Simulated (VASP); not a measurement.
# F: single point with PBE

The system is F.

```
F
1.0
     2.35570    0.00000    0.00000
    -1.17785    2.04010    0.00000
     0.00000    0.00000    2.87018
F
2
Cartesian
  0.0000 1.3601 0.7175
  1.1779 0.6800 2.1526
```

| Property | Result |
| --- | --- |
| Program | VASP 6.6.1 |
| Task | single point |
| Functional | PBE |
| Potentials or basis | VASP PAW PBE potentials, release 64 (F) |
| Cutoff | 520 eV |
| k mesh | 18 × 18 × 10 |
| Occupations | fermi-dirac, width 0.05 eV |
| Spin | no spin polarisation |
| Dipole correction | no |
| Further INCAR settings | ALGO = Normal; EDIFF = 1e-07; NBANDS = 14 |

* Pressure: 61.1 GPa
* Band gap on the k mesh: zero (band 7 reaches 2.12 eV, above the bottom of band 8 at 0.28 eV)

Stress tensor (GPa, compression positive):
```
61.08  0.00  0.00
 0.00 61.08  0.00
 0.00  0.00 61.21
```

Levels at points of the mesh, in eV from the Fermi level:
| k point | band 3 | band 4 | band 5 | band 6 | band 7 | band 8 | band 9 | band 10 | band 11 | band 12 |
| --- | --- | --- | --- | --- | --- | --- | --- | --- | --- | --- |
| (0.00, 0.00, 0.00) | -6.69 | -1.99 | -1.99 | 0.04 | 0.04 | 1.26 | 16.87 | 20.71 | 31.49 | 32.59 |
| (0.50, 0.00, 0.00) | -5.79 | -3.84 | -3.56 | -2.69 | -1.43 | 0.30 | 19.58 | 24.86 | 25.39 | 26.28 |
| (0.00, 0.00, 0.50) | -2.60 | -2.60 | -0.96 | -0.96 | -0.96 | -0.96 | 20.35 | 20.35 | 32.92 | 32.92 |
| (0.50, 0.00, 0.50) | -7.10 | -7.10 | -1.78 | -1.78 | 0.04 | 0.04 | 21.45 | 21.45 | 28.06 | 28.06 |

Wall time 57 s on 1 thread of AMD EPYC 7R13 Processor (Zen 3), on a shared host, peak memory 0.11 GiB.
